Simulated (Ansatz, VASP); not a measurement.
This is a calculation of FeO for VASP 6.6.1.

File INCAR:

```
SYSTEM = FeO
ALGO = Normal
EDIFF = 1E-6
ENCUT = 520
ISIF = 2
ISMEAR = -1
ISPIN = 2
LASPH = .TRUE.
LCHARG = .FALSE.
LMAXMIX = 4
LORBIT = 11
LREAL = .FALSE.
LWAVE = .FALSE.
MAGMOM = 3 0
NBANDS = 18
NELM = 150
PREC = Accurate
SIGMA = 0.05
```

File KPOINTS:

```
k-points
0
G
  12 12 12
  0 0 0
```

File POSCAR:

```
FeO
1.0
   -1.6335251827      1.6335251827      2.1242534522
    1.6335251827     -1.6335251827      2.1242534522
    1.6335251827      1.6335251827     -2.1242534522
Fe O
1 1
Direct
    0.0000000000      0.0000000000      0.0000000000
    0.5000000000      0.5000000000      0.0000000000
```

Potentials or basis: VASP PAW LDA potentials, release 64 (Fe, O).

Launch:

```bash
$ cat potpaw_LDA.64/Fe/POTCAR potpaw_LDA.64/O/POTCAR > POTCAR
$ mpirun -np 1 vasp_std > vasp.out
```

**Question.** Set up the same calculation for Ansatz 0.2.0. Potentials there: Ansatz PAW.

**Answer.** As run (the cutoff follows the program's own potentials):

Contents of input.yaml:

```yaml
crystal:
  lattice:
    - [-1.6335251827, 1.6335251827, 2.1242534522]
    - [1.6335251827, -1.6335251827, 2.1242534522]
    - [1.6335251827, 1.6335251827, -2.1242534522]
  atoms:
    - { symbol: Fe, position: [0.0, 0.0, 0.0], spin: 3.0 }
    - { symbol: O, position: [0.5, 0.5, 0.0] }
hamiltonian:
  xc: lda
  pseudopotentials: { kind: paw }
magnetization:
  spin_polarized: true
kpoints:
  mp_grid: { grid: [12, 12, 12] }
scf:
  occupations: { method: fermi_dirac, width: 0.05 }
output:
  forces: true
  stress: true
  eigenvalues: true
```

Potentials or basis: Ansatz PAW.

Launch:

```bash
$ ansatz run input.yaml --threads 2 --pin off --max-ram 5632MiB --backend cpu --events-out ev --progress --plain --runs-dir out
```

Both were run:

|  | VASP | Ansatz | Ansatz less VASP |
| --- | --- | --- | --- |
| gap on the k mesh at the Fermi level (eV) | none | none | - |
| net moment per atom (μB) | 2.00 | 2.00 | +0.001 |
| size of the moment on the site where the two differ most (μB) | 3.58 | 3.40 | -0.184 |

LDA's correlation is that of Perdew and Zunger in VASP and of Perdew and Wang (1992) in Ansatz. Site moments also hang on the region over which each program counts them. A gap of «none» marks a metal or a gap that the smearing closes. VASP's potentials hold 14 valence electrons a cell and Ansatz's 22, so a difference there can come from the potentials and not from the codes.
